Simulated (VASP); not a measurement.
Input of a VASP 6.6.1 run:

POSCAR

```
KF
1.0
    0.0000000000      2.6706600058      2.6589605792
    2.6706600058      0.0000000000      2.6589605792
    2.6706600058      2.6706600058      0.0000000000
K F
1 1
Direct
    0.0000000000      0.0000000000      0.0000000000
    0.5000000000      0.5000000000      0.5000000000
```

INCAR.step1

```
PREC = Accurate ; ENCUT = 660
ISMEAR = 0 ; SIGMA = 0.01
LREAL = False ; LASPH = True
NELM = 120 ; NBANDS = 15
GGA = PE ; ALGO = Normal
EDIFF = 1E-5 ; LWAVE = True
LCHARG = False ; GGA_COMPAT = False
```

Contents of INCAR.step2:

```
PREC = Accurate ; ENCUT = 660
EDIFF = 1E-6 ; ISMEAR = 0
SIGMA = 0.01 ; LREAL = False
LASPH = True ; NELM = 120
ALGO = Normal ; ISIF = 2
LWAVE = False ; LCHARG = False
METAGGA = R2SCAN ; LMIXTAU = True
NBANDS = 15 ; ISTART = 1
GGA_COMPAT = False
```

The input KPOINTS:

```
Automatic mesh
0
Gamma
  8 8 8
```

Potentials or basis: VASP PAW PBE potentials, release 64 (K_sv, F).

Command:

```console
$ cat potpaw_PBE.64/K_sv/POTCAR potpaw_PBE.64/F/POTCAR > POTCAR
$ cp INCAR.step1 INCAR
$ mpirun -np 1 vasp_std > vasp.out
$ cp INCAR.step2 INCAR
$ mpirun -np 1 vasp_std > vasp.out
```

Predict the band gap on the k mesh.

6.86 eV, direct.

Predict the pressure.

-0.4 GPa.

Stress tensor (GPa, compression positive):
```
-0.45  0.00  0.00
 0.00 -0.45  0.00
 0.00  0.00 -0.18
```

Caveat: the cell differs from its parent crystal (biaxial xy strain +0.4%); the PAW data sets were made with another functional, which shifts forces and pressure a little. A k mesh can miss the band edges.
